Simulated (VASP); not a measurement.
Set up this calculation in VASP 6.6.1, as the native input.

```
Task                   : single point
Functional             : PBE
Potentials or basis    : VASP PAW PBE potentials, release 64 (Ba_sv, Zr_sv, O)
Cutoff                 : 520 eV
k mesh                 : 6 × 6 × 6
Occupations            : gaussian, width 0.02 eV
Spin                   : no spin polarisation
Dipole correction      : no
Further INCAR settings : ALGO = Normal; EDIFF = 1e-06; NBANDS = 28
```

The structure of BaZrO3 lies in POSCAR:

```
BaZrO3
1.0
    4.2902140022      0.0000000000      0.0000000000
    0.0000000000      4.2902140022      0.0000000000
    0.0000000000      0.0000000000      4.2902140022
Ba Zr O
1 1 3
Direct
    0.0000000000      0.0000000000      0.0000000000
    0.5000000000      0.5000000000      0.5000000000
    0.5000000000      0.0000000000      0.5000000000
    0.5000000000      0.5000000000      0.0000000000
    0.0000000000      0.5000000000      0.5000000000
```

This cell differs from its parent crystal: equal strain along all axes, cell held: +1.5 %.

One way to write it, as run:

INCAR

```
ALGO = Normal
EDIFF = 1E-6
ENCUT = 520
GGA = PE
ISIF = 2
ISMEAR = 0
LASPH = True
LCHARG = True
LELF = True
LREAL = False
LVHAR = True
LWAVE = False
NBANDS = 28
NELM = 80
PREC = Accurate
SIGMA = 0.02
```

KPOINTS

```
k-points
0
Gamma
  6 6 6
```

Potentials or basis: VASP PAW PBE potentials, release 64 (Ba_sv, Zr_sv, O).

Run with:

```bash
$ cat potpaw_PBE.64/Ba_sv/POTCAR potpaw_PBE.64/Zr_sv/POTCAR potpaw_PBE.64/O/POTCAR > POTCAR
$ mpirun -np 1 vasp_std > vasp.out
```

It gave:

The pressure is -5.2 GPa and the band gap on the k mesh is 3.03 eV, indirect (least direct gap 3.32 eV).

Caveat: the cell differs from its parent crystal (equal strain along all axes, cell held: +1.5 %); spin-orbit coupling is left out, which moves the levels of the heavy elements.

Run time: 22 s on 1 thread of Intel(R) Xeon(R) Platinum 8488C (Sapphire Rapids) (shared host), peak memory 0.2 GiB.
